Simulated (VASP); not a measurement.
# BeTe (F-43m) in VASP: notebook

Runs on BeTe. Level: PBE+D3(BJ). Tasks: single point, relaxation of cell and atoms.

Everything below comes from runs of VASP 6.6.1. Logs are shortened: lines on timing, memory, paths and dates and some standing lists are left out, and cuts for length are marked.

## (1) The cell of the first run

It takes space group F-43m (No. 216, cubic). The conventional cell has a = 5.620 Å, b = 5.620 Å, c = 5.620 Å, α = 90.00°, β = 90.00°, γ = 90.00°. Be (site symmetry -43m) has 4 Te at 2.43 Å within 3.2 Å. Within 3.2 Å of Te (site symmetry -43m) lie 4 Be at 2.43 Å.

## (2) Single point, PBE+D3(BJ)

Input file INCAR:

```
SYSTEM = BeTe
ALGO = Normal
EDIFF = 1E-6
ENCUT = 600
GGA = PE
GGA_COMPAT = .FALSE.
ISIF = 2
ISMEAR = 0
IVDW = 12
LASPH = .TRUE.
LCHARG = .FALSE.
LREAL = .FALSE.
LWAVE = .FALSE.
NBANDS = 11
NELM = 120
PREC = Accurate
SIGMA = 0.1
```

Input file KPOINTS:

```
k-points
0
G
  6 6 6
  0 0 0
```

Input file POSCAR:

```
BeTe
1.0
    0.0000000000      2.8100000000      2.8100000000
    2.8100000000      0.0000000000      2.8100000000
    2.8100000000      2.8100000000      0.0000000000
Be Te
1 1
Direct
    0.0000000000      0.0000000000      0.0000000000
    0.2500000000      0.2500000000      0.2500000000
```

Potentials or basis: VASP PAW PBE potentials, release 64 (Be, Te).

Command:

```bash
cat potpaw_PBE.64/Be/POTCAR potpaw_PBE.64/Te/POTCAR > POTCAR
mpirun -np 1 vasp_std > vasp.out
```

OUTCAR:

```text
SYSTEM = BeTe
   EDIFF = 1E-6
   ENCUT = 600
   GGA = PE
   ISIF = 2
   ISMEAR = 0
   IVDW = 12
   LASPH = .TRUE.
   LREAL = .FALSE.
   NELM = 120
   PREC = Accurate
 IVDW          = 12

 ion  position               nearest neighbor table
   1  0.000  0.000  0.000-   2 2.43   2 2.43   2 2.43   2 2.43
   2  0.250  0.250  0.250-   1 2.43   1 2.43   1 2.43   1 2.43

  LATTYP: Found a face centered cubic cell.
 ALAT       =     5.6200000000

  Lattice vectors:

 A1 = (   0.0000000000,   2.8100000000,   2.8100000000)
 A2 = (   2.8100000000,   0.0000000000,   2.8100000000)
 A3 = (   2.8100000000,   2.8100000000,   0.0000000000)

Analysis of symmetry for initial positions (statically):
=====================================================================
 Subroutine PRICEL returns:
 Original cell was already a primitive cell.

 Routine SETGRP: Setting up the symmetry group for a
 face centered cubic supercell.

 Subroutine GETGRP returns: Found 24 space group operations
 (whereof 24 operations were pure point group operations)
 out of a pool of 48 trial point group operations.

The static configuration has the point symmetry T_d .

Analysis of symmetry for dynamics (positions and initial velocities):
=====================================================================
 Subroutine PRICEL returns:
 Original cell was already a primitive cell.

 Routine SETGRP: Setting up the symmetry group for a
 face centered cubic supercell.

 Subroutine GETGRP returns: Found 24 space group operations
 (whereof 24 operations were pure point group operations)
 out of a pool of 48 trial point group operations.

The dynamic configuration has the point symmetry T_d .

 Subroutine INISYM returns: Found 24 space group operations
 (whereof 24 operations are pure point group operations),
 and found     1 'primitive' translations

----------------------------------------------------------------------------------------

                                     Primitive cell

  volume of cell :      44.3761

  direct lattice vectors                    reciprocal lattice vectors
     0.000000000  2.810000000  2.810000000    -0.177935943  0.177935943  0.177935943
     2.810000000  0.000000000  2.810000000     0.177935943 -0.177935943  0.177935943
     2.810000000  2.810000000  0.000000000     0.177935943  0.177935943 -0.177935943

  length of vectors
     3.973940110  3.973940110  3.973940110     0.308194094  0.308194094  0.308194094

  position of ions in fractional coordinates (direct lattice)
     0.000000000  0.000000000  0.000000000
     0.250000000  0.250000000  0.250000000

  ion indices of the primitive-cell ions
   primitive index   ion index
                 1           1
                 2           2

----------------------------------------------------------------------------------------

 KPOINTS: k-points

Automatic generation of k-mesh.
 Grid dimensions read from file:
 generate k-points for:    6    6    6

 Generating k-lattice:

  Cartesian coordinates                     Fractional coordinates (reciprocal lattice)
    -0.029655991  0.029655991  0.029655991     0.166666667  0.000000000  0.000000000
     0.029655991 -0.029655991  0.029655991     0.000000000  0.166666667  0.000000000
     0.029655991  0.029655991 -0.029655991     0.000000000  0.000000000  0.166666667

  Length of vectors
     0.051365682  0.051365682  0.051365682

  Shift w.r.t. Gamma in fractional coordinates (k-lattice)
     0.000000000  0.000000000  0.000000000

 Subroutine IBZKPT returns following result:
 ===========================================

 Found     16 irreducible k-points:

 Following reciprocal coordinates:
            Coordinates               Weight
  0.000000  0.000000  0.000000      1.000000
  0.166667  0.000000  0.000000      8.000000
  0.333333  0.000000  0.000000      8.000000
  0.500000  0.000000  0.000000      4.000000
  0.166667  0.166667  0.000000      6.000000
  0.333333  0.166667  0.000000     24.000000
[... 8 lines left out ...]
 -0.333333  0.333333  0.166667     24.000000
 -0.333333  0.500000  0.166667     12.000000
   k-points           NKPTS =     16   k-points in BZ     NKDIM =     16   number of bands    NBANDS=     11
   number of dos      NEDOS =    301   number of ions     NIONS =      2
   total plane-waves  NPLWV =  32768
   dimension x,y,z NGX =    32 NGY =   32 NGZ =   32
   dimension x,y,z NGXF=    64 NGYF=   64 NGZF=   64
   ions per type =               1   1
   NGX,Y,Z   is equivalent  to a cutoff of  13.39, 13.39, 13.39 a.u.
   NGXF,Y,Z  is equivalent  to a cutoff of  26.77, 26.77, 26.77 a.u.
 SYSTEM =  BeTe
   PREC   = accura    normal or accurate (medium, high low for compatibility)
   ISTART =      0    job   : 0-new  1-cont  2-samecut
   ICHARG =      2    charge: 1-file 2-atom 10-const
   ISPIN  =      1    spin polarized calculation?
   LNONCOLLINEAR =      F non collinear calculations
   LSORBIT =      F    spin-orbit coupling
   LASPH  =      T    aspherical Exc in radial PAW
   ENCUT  =  600.0 eV  44.10 Ry    6.64 a.u.   7.94  7.94  7.94*2*pi/ulx,y,z
   NELM   =    120;   NELMIN=  2; NELMDL= -5     # of ELM steps
   EDIFF  = 0.1E-05   stopping-criterion for ELM
   LREAL  =      F    real-space projection
   EDIFFG = 0.1E-04   stopping-criterion for IOM
   NSW    =      0    number of steps for IOM
   IBRION =     -1    ionic relax: 0-MD 1-quasi-New 2-CG
   NFREE  =      0    steps in history (QN), initial steepest desc. (CG)
   ISIF   =      2    stress and relaxation
   ISYM   =      2    0-nonsym 1-usesym 2-fastsym
   POTIM  = 0.5000    time-step for ionic-motion
   TEBEG  =    0.0;   TEEND  =   0.0 temperature during run
   PSTRESS=    0.0 pullay stress
   NELECT =       8.0000    total number of electrons
   NUPDOWN=      -1.0000    fix difference up-down
   EMIN   =  10.00;   EMAX   =-10.00  energy-range for DOS
   EFERMI =   0.00;   METHOD = LEGACY
   ISMEAR =     0;   SIGMA  =   0.10  broadening in eV -4-tet -1-fermi 0-gaus
   EFERMI_NEDOS =   21; number of points for ismear=-14 and -15
   IALGO  =     38    algorithm
   IMIX   =      4    mixing-type and parameters
     AMIX     =   0.40;   BMIX     =  1.00
     AMIX_MAG =   1.60;   BMIX_MAG =  1.00
  volume/ion in A,a.u.               =      22.19       149.73
  Fermi-wavevector in a.u.,A,eV,Ry     =   0.924816  1.747648 11.636845  0.855284
  Thomas-Fermi vector in A             =   2.050602
   LORBIT       =      0    0 simple, 1 ext, 2 COOP (PROOUT), +10 PAW based schemes
   GGA     = PE    functional components
   LHFCALC =     F    Hartree Fock is set to
   AEXX    =    0.0000 exact exchange contribution
   IVDW    =    12    specifies the selected vdW correction
   LEPSILON=     F    determine dielectric tensor
   LRPA    =     F    only Hartree local field effects (RPA)
 non-spin polarized calculation
 Gauss-broadening in eV      SIGMA  =   0.10
  energy-cutoff  :      600.00
  volume of cell :       44.38
 maximum number of plane-waves:      1492
   NGX = 15   NGY = 15   NGZ = 15

 number of electron       8.0000000 magnetization

 Free energy of the ion-electron system (eV)
  ---------------------------------------------------
  ext. energy  EPLUGINS =         0.00000000
  ---------------------------------------------------
  free energy    TOTEN  =        -7.61326566 eV

  energy without entropy =       -7.61326566  energy(sigma->0) =       -7.61326566

 E-fermi :   5.6458     XC(G=0):  -9.0811

 val. band max:        5.1705227038   @ k =   0.0000   0.0000   0.0000
 cond. band min:       7.1272908430   @ k =   0.5000   0.5000   0.0000
 fundamental gap:      1.9567681391
 Fermi energy:         5.6457632729

 k-point     1 :       0.0000    0.0000    0.0000
  band No.  band energies     occupation
      1      -7.1688      2.00000
      2       5.1705      2.00000
      3       5.1705      2.00000
      4       5.1705      2.00000
      5       8.7735      0.00000
      6       8.7735      0.00000
      7       8.7735      0.00000
      8       9.0387      0.00000
      9      13.4961      0.00000
     10      15.4273      0.00000
     11      15.4273      0.00000

 k-point     2 :       0.1667    0.0000    0.0000
  band No.  band energies     occupation
      1      -6.9075      2.00000
      2       3.1652      2.00000
      3       4.7872      2.00000
      4       4.7872      2.00000
      5       8.6500      0.00000
      6       9.3206      0.00000
      7       9.3206      0.00000
      8      10.9894      0.00000
      9      14.1182      0.00000
     10      14.2598      0.00000
     11      14.2598      0.00000

 k-point     3 :       0.3333    0.0000    0.0000
  band No.  band energies     occupation
      1      -6.2530      2.00000
      2       0.6851      2.00000
      3       4.2410      2.00000
      4       4.2410      2.00000
      5       8.3721      0.00000
      6       9.7834      0.00000
      7       9.7834      0.00000
      8      12.9553      0.00000
      9      14.5519      0.00000
     10      14.7854      0.00000
     11      14.7854      0.00000

 k-point     4 :       0.5000    0.0000    0.0000
  band No.  band energies     occupation
      1      -5.8077      2.00000
      2      -0.4118      2.00000
      3       4.0268      2.00000
      4       4.0268      2.00000
      5       8.2631      0.00000
      6       9.7563      0.00000
      7       9.7563      0.00000
      8      12.9871      0.00000
      9      16.1387      0.00000
     10      16.6974      0.00000
     11      16.6974      0.00000

 k-point     5 :       0.1667    0.1667    0.0000
  band No.  band energies     occupation
      1      -6.8196      2.00000
      2       3.4729      2.00000
      3       4.1470      2.00000
      4       4.1470      2.00000
      5       8.1819      0.00000
      6      10.2246      0.00000
      7      10.3234      0.00000
      8      10.3234      0.00000
      9      13.0460      0.00000
     10      14.8076      0.00000
     11      15.8602      0.00000
[... 99 lines left out ...]
 k-point    13 :       0.5000    0.5000    0.0000
  band No.  band energies     occupation
      1      -5.3090      2.00000
      2       0.0202      2.00000
      3       2.5012      2.00000
      4       2.5012      2.00000
      5       7.1273      0.00000
      6       7.8270      0.00000
      7      14.9153      0.00000
      8      14.9153      0.00000
      9      16.7553      0.00000
     10      18.2491      0.00000
     11      18.6206      0.00000

 k-point    14 :       0.5000    0.3333    0.1667
  band No.  band energies     occupation
      1      -5.7575      2.00000
      2       0.7511      2.00000
      3       2.0919      2.00000
      4       3.1668      2.00000
      5       9.1199      0.00000
      6      10.1288      0.00000
      7      10.4249      0.00000
      8      12.9046      0.00000
      9      15.2357      0.00000
     10      15.6615      0.00000
     11      17.9026      0.00000

 k-point    15 :      -0.3333    0.3333    0.1667
  band No.  band energies     occupation
      1      -5.4263      2.00000
      2       0.2920      2.00000
      3       1.6559      2.00000
      4       2.7404      2.00000
      5       9.6506      0.00000
      6       9.8864      0.00000
      7      12.0735      0.00000
      8      12.4009      0.00000
      9      13.8859      0.00000
     10      17.0857      0.00000
     11      17.8172      0.00000

 k-point    16 :      -0.3333    0.5000    0.1667
  band No.  band energies     occupation
      1      -5.2832      2.00000
      2       0.3571      2.00000
      3       1.7554      2.00000
      4       2.0562      2.00000
      5       8.8801      0.00000
      6       9.4393      0.00000
      7      12.5283      0.00000
      8      12.8033      0.00000
      9      16.1228      0.00000
     10      17.0007      0.00000
     11      18.0408      0.00000

------------------------ aborting loop because EDIFF is reached ----------------------------------------

 Edisp (eV)   -0.68149

 E8    (eV) :    -0.2903

  FORCE on cell =-STRESS in cart. coord.  units (eV):
  Direction    XX          YY          ZZ          XY          YZ          ZX
  --------------------------------------------------------------------------------------
  -------------------------------------------------------------------------------------
  Total      -0.29013    -0.29013    -0.29013     0.00000     0.00000     0.00000
  in kB     -10.47499   -10.47499   -10.47499     0.00000     0.00000     0.00000
  external pressure =      -10.47 kB  Pullay stress =        0.00 kB

 VOLUME and BASIS-vectors are now :
 -----------------------------------------------------------------------------
  energy-cutoff  :      600.00
  volume of cell :       44.38
      direct lattice vectors                 reciprocal lattice vectors
     0.000000000  2.810000000  2.810000000    -0.177935943  0.177935943  0.177935943
     2.810000000  0.000000000  2.810000000     0.177935943 -0.177935943  0.177935943
     2.810000000  2.810000000  0.000000000     0.177935943  0.177935943 -0.177935943

 POSITION                                       TOTAL-FORCE (eV/Angst)
 -----------------------------------------------------------------------------------
      0.00000      0.00000      0.00000        -0.000000     -0.000000     -0.000000
      1.40500      1.40500      1.40500         0.000000      0.000000      0.000000
 -----------------------------------------------------------------------------------
    total drift:                                0.000000      0.000000      0.000000

  FREE ENERGIE OF THE ION-ELECTRON SYSTEM (eV)
  ---------------------------------------------------
  free  energy   TOTEN  =        -8.2947559496 eV

  energy  without entropy=       -8.2947559496  energy(sigma->0) =       -8.29475595
```

It took 5.7 s on 1 thread of Intel Xeon 6975P-C (Granite Rapids), shared host; peak memory 0.18 GiB.

What came out:

* Free energy: -8.2948 eV
* Pressure: -1.0 GPa
* Band gap on the k mesh: 1.96 eV (least direct gap 3.60 eV)
* Dispersion energy per atom: -0.341 eV

Levels at points of the mesh, in eV from the valence-band top:
```
           k point  band 1  band 2  band 3  band 4  band 5  band 6  band 7  band 8  band 9
(0.00, 0.00, 0.00)  -12.34    0.00    0.00    0.00    3.60    3.60    3.60    3.87    8.33
(0.50, 0.00, 0.00)  -10.98   -5.58   -1.14   -1.14    3.09    4.59    4.59    7.82   10.97
(0.50, 0.50, 0.00)  -10.48   -5.15   -2.67   -2.67    1.96    2.66    9.74    9.74   11.58
```

Caveat: spin-orbit coupling is left out, which moves the levels of the heavy elements.

## (3) Single point, PBE+D3(BJ)

This run uses another cell than the first one, of 21.74 Å³/atom.

Input file INCAR:

```
SYSTEM = BeTe
PREC = Accurate
ENCUT = 600
EDIFF = 1E-6
ISMEAR = 0
SIGMA = 0.02
LREAL = .FALSE.
LASPH = .TRUE.
NELM = 120
ALGO = Normal
ISIF = 2
LWAVE = .FALSE.
LCHARG = .FALSE.
GGA = PE
IVDW = 12
NBANDS = 11
GGA_COMPAT = .FALSE.
```

Input file KPOINTS:

```
Automatic mesh
0
G
  8 8 8
  0 0 0
```

Input file POSCAR:

```
BeTe
1.0
    0.0000000000      2.7908544615      2.7908544615
    2.7908544615      0.0000000000      2.7908544615
    2.7908544615      2.7908544615      0.0000000000
Be Te
1 1
Direct
    0.0000000000      0.0000000000      0.0000000000
    0.2500000000      0.2500000000      0.2500000000
```

Potentials or basis: VASP PAW PBE potentials, release 64 (Be, Te).

Command:

```bash
cat potpaw_PBE.64/Be/POTCAR potpaw_PBE.64/Te/POTCAR > POTCAR
mpirun -np 1 vasp_std > vasp.out
```

Run time: 8.6 s. Hardware: 1 thread of Intel Xeon 6975P-C (Granite Rapids), shared host; peak memory 0.18 GiB.

Results (log left out):

* Free energy: -8.3033 eV
* Pressure: 0.1 GPa
* Band gap on the k mesh: 1.91 eV (least direct gap 3.59 eV)
* Dispersion energy per atom: -0.348 eV

Levels at points of the mesh, in eV from the valence-band top:
| k point | band 1 | band 2 | band 3 | band 4 | band 5 | band 6 | band 7 | band 8 |
| --- | --- | --- | --- | --- | --- | --- | --- | --- |
| (0.00, 0.00, 0.00) | -12.48 | 0.00 | 0.00 | 0.00 | 3.59 | 3.59 | 3.59 | 4.02 |
| (0.50, 0.00, 0.00) | -11.06 | -5.72 | -1.18 | -1.18 | 3.15 | 4.58 | 4.58 | 7.81 |
| (0.50, 0.50, 0.00) | -10.55 | -5.26 | -2.75 | -2.75 | 1.91 | 2.63 | 9.88 | 9.88 |

Caveat: spin-orbit coupling is left out, which moves the levels of the heavy elements. A k mesh can miss the band edges.

## (4) Relaxation of cell and atoms, PBE+D3(BJ)

Input file INCAR:

```
SYSTEM = BeTe
PREC = Accurate
ENCUT = 600
EDIFF = 1E-7
ISMEAR = 0
SIGMA = 0.02
LREAL = .FALSE.
LASPH = .TRUE.
NELM = 120
ALGO = Normal
ISIF = 3
LWAVE = .FALSE.
LCHARG = .FALSE.
GGA = PE
IVDW = 12
IBRION = 2
NSW = 100
EDIFFG = -0.002
GGA_COMPAT = .FALSE.
NELMIN = 4
```

Input file KPOINTS:

```
regular mesh
0
G
  8 8 8
  0 0 0
```

Input file POSCAR:

```
BeTe
1.0
    0.0000000000      2.8100000000      2.8100000000
    2.8100000000      0.0000000000      2.8100000000
    2.8100000000      2.8100000000      0.0000000000
Be Te
1 1
Direct
    0.0000000000      0.0000000000      0.0000000000
    0.2500000000      0.2500000000      0.2500000000
```

Command:

```bash
cat potpaw_PBE.64/Be/POTCAR potpaw_PBE.64/Te/POTCAR > POTCAR
mpirun -np 1 vasp_std > vasp.out
```

It took 14 s on 1 thread of Intel Xeon 6975P-C (Granite Rapids), shared host; peak memory 0.19 GiB.

Results (log left out):

- Free energy: -8.3034 eV
- Relaxed volume: 21.79 Å³/atom
- Relaxed cell: a = 3.950 Å, b = 3.950 Å, c = 3.950 Å, α = 60.00°, β = 60.00°, γ = 60.00°
- Space group after relaxing (to 0.1 Å): F-43m (No. 216)
- Energy gained by relaxing: 1.4 meV/atom
- Ionic steps: 3
- Pressure after relaxing: 0.0 GPa
- Band gap on the k mesh: 1.91 eV (least direct gap 3.59 eV)
- Dispersion energy per atom: -0.347 eV

The path:
```tsv
step	energy change (eV)	largest force (eV/Å)	pressure (GPa)	volume (Å³)
1	0.0000	0.0000	-1.09	44.38
2	-0.0027	0.0000	0.23	43.41
3	-0.0028	0.0000	0.01	43.57
```

Final structure:
```xyz
2
Lattice="0.0000 2.7929 2.7929 2.7929 0.0000 2.7929 2.7929 2.7929 0.0000" Properties=species:S:1:pos:R:3 pbc="T T T"
Be    0.0000    0.0000    0.0000
Te    1.3964    1.3964    1.3964
```

Levels at points of the mesh, in eV from the valence-band top:
```tsv
k point	band 1	band 2	band 3	band 4	band 5	band 6	band 7	band 8
(0.00, 0.00, 0.00)	-12.46	0.00	0.00	0.00	3.59	3.59	3.59	4.00
(0.50, 0.00, 0.00)	-11.06	-5.70	-1.17	-1.17	3.14	4.58	4.58	7.81
(0.50, 0.50, 0.00)	-10.54	-5.25	-2.74	-2.74	1.91	2.63	9.86	9.86
```

Caveat: spin-orbit coupling is left out, which moves the levels of the heavy elements.

## (5) Overview

| task | cell | k mesh | smearing | gap on the mesh (eV) | pressure (GPa) |
| --- | --- | --- | --- | --- | --- |
| single point | a = 3.974 Å, angles 60.0°, 2 atoms | 6 × 6 × 6 | gaussian 0.1 eV | 1.96 | -1.0 |
| single point | a = 3.947 Å, angles 60.0°, 2 atoms | 8 × 8 × 8 | gaussian 0.02 eV | 1.91 | 0.1 |
| relaxation of cell and atoms | relaxed from a = 3.974 Å, angles 60.0°, 2 atoms | 8 × 8 × 8 | gaussian 0.02 eV | 1.91 | 0.0 |

Alike in all rows: level PBE+D3(BJ); potentials or basis VASP PAW PBE potentials, release 64 (Be, Te); no spin polarisation; cutoff (eV) 600.

Caveats: spin-orbit coupling is left out, which moves the levels of the heavy elements.

Absolute energies hang on the potentials; compare differences alone.
